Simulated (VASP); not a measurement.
Write the native input for VASP 6.6.1 that does the following.

* Task: single point
* Functional: PBEsol
* Potentials or basis: VASP PAW PBE potentials, release 64 (As, Ca_sv, P)
* Cutoff: 520 eV
* k mesh: 5 × 5 × 5
* Occupations: fermi-dirac, width 0.05 eV
* Spin: no spin polarisation
* Dipole correction: no
* Further INCAR settings: ALGO = Normal; EDIFF = 1e-06; NBANDS = 28

The structure of Ca3AsP lies in POSCAR:

```
Ca3AsP
1.0
    5.2675685888      0.0000000000      0.0000000000
    0.0000000000      5.2675685888      0.0000000000
    0.0000000000      0.0000000000      5.2675685888
As Ca P
1 3 1
Direct
    0.0000000000      0.0000000000      0.0000000000
    0.5000000000      0.5000000000      0.0000000000
    0.5000000000      0.0000000000      0.5000000000
    0.0000000000      0.5000000000      0.5000000000
    0.5000000000      0.5000000000      0.5000000000
```

One way to write it, as run:

INCAR

```
SYSTEM = Ca3AsP
PREC = Accurate ; ENCUT = 520
EDIFF = 1E-6 ; ISMEAR = -1
SIGMA = 0.05 ; LREAL = .FALSE.
LASPH = .TRUE. ; NELM = 100
ALGO = Normal ; ISIF = 2
LWAVE = .FALSE. ; LCHARG = .FALSE.
GGA = PS ; NBANDS = 28
```

KPOINTS

```
regular mesh
0
G
  5 5 5
  0 0 0
```

Potentials or basis: VASP PAW PBE potentials, release 64 (As, Ca_sv, P).

The run is started by

```bash
$ cat potpaw_PBE.64/As/POTCAR potpaw_PBE.64/Ca_sv/POTCAR potpaw_PBE.64/P/POTCAR > POTCAR
$ mpirun -np 1 vasp_std > vasp.out
```

It gave:

```json
{"Pressure": "0.1 GPa", "Band gap on the k mesh": "0.20 eV, direct"}
```

Caveat: the PAW data sets were made with another functional, which shifts forces and pressure a little.

It took 20 s on 1 thread of Intel(R) Xeon(R) 6975P-C (Granite Rapids) (shared host), peak memory 0.26 GiB.
